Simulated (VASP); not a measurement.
Write the native input for VASP 6.6.1 that does the following.

| Quantity | Value |
| --- | --- |
| Task | single point |
| Functional | LDA |
| Potentials or basis | VASP PAW LDA potentials, release 64 (B, P) |
| Cutoff | 500 eV |
| k mesh | 15 × 15 × 15 |
| Occupations | fermi-dirac, width 0.1 eV |
| Spin | no spin polarisation |
| Dipole correction | no |
| Further INCAR settings | ALGO = Normal; EDIFF = 1e-06; NBANDS = 11 |

The structure of BP (rocksalt type) lies in POSCAR:

```
BP
1.0
    0.0000000000      2.1327757138      2.1327757138
    2.1327757138      0.0000000000      2.1327757138
    2.1327757138      2.1327757138      0.0000000000
B P
1 1
Direct
    0.0000000000      0.0000000000      0.0000000000
    0.5000000000      0.5000000000      0.5000000000
```

The input as run:

INCAR

```
SYSTEM = BP
PREC = Accurate
ENCUT = 500
EDIFF = 1E-6
ISMEAR = -1
SIGMA = 0.1
LREAL = .FALSE.
LASPH = .TRUE.
NELM = 120
ALGO = Normal
ISIF = 2
LWAVE = .FALSE.
LCHARG = .FALSE.
NBANDS = 11
GGA_COMPAT = .FALSE.
```

KPOINTS

```
Automatic mesh
0
G
  15 15 15
  0 0 0
```

Potentials or basis: VASP PAW LDA potentials, release 64 (B, P).

Launch:

```bash
$ cat potpaw_LDA.64/B/POTCAR potpaw_LDA.64/P/POTCAR > POTCAR
$ mpirun -np 1 vasp_std > vasp.out
```

Results of the run:

```json
{
 "Pressure": "0.0 GPa",
 "Band gap on the k mesh": "zero (band 4 reaches 11.63 eV, above the bottom of band 5 at 7.66 eV)"
}
```

Wall time 28 s on 1 thread of Intel Xeon 8259CL, with other jobs on the host, peak memory 0.14 GiB.
